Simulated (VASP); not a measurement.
Set up this calculation in VASP 6.6.1, as the native input.

```yaml
Task: single point
Functional: PBE
Potentials_or_basis: VASP PAW PBE potentials, release 64 (Cd, S)
Cutoff: 520 eV
k_mesh: 11 × 11 × 6
Occupations: fermi-dirac, width 0.08 eV
Spin: no spin polarisation
Dipole_correction: no
Further_INCAR_settings: ALGO = Normal; EDIFF = 1e-07; NBANDS = 26
```

The structure of CdS (NiAs type) lies in POSCAR:

```
CdS
1.0
    3.3498793351      0.0000000000      0.0000000000
   -1.6749396675      2.9010806038      0.0000000000
    0.0000000000      0.0000000000      6.0307498372
Cd S
2 2
Direct
    0.0000000000      0.0000000000      0.0000000000
    0.0000000000      0.0000000000      0.5000000000
    0.3333333333      0.6666666667      0.2500000000
    0.6666666667      0.3333333333      0.7500000000
```

The input as run:

INCAR

```
  PREC = Accurate
  ENCUT = 520
  EDIFF = 1E-7
  ISMEAR = -1
  SIGMA = 0.08
  LREAL = False
  LASPH = True
  NELM = 80
  ALGO = Normal
  ISIF = 2
  LWAVE = False
  LCHARG = False
  GGA = PE
  NBANDS = 26
```

KPOINTS

```
Automatic mesh
0
Gamma
  11 11 6
```

Potentials or basis: VASP PAW PBE potentials, release 64 (Cd, S).

Launch:

```sh
$ cat potpaw_PBE.64/Cd/POTCAR potpaw_PBE.64/S/POTCAR > POTCAR
$ mpirun -np 1 vasp_std > vasp.out
```

Results of the run:

```yaml
Pressure: 61.1 GPa
Band_gap_on_the_k_mesh: 0.36 eV, indirect (least direct gap 2.17 eV)
```

It took 2.1 min on 1 thread of Intel(R) Xeon(R) Platinum 8488C (Sapphire Rapids), on a shared host, peak memory 0.23 GiB.
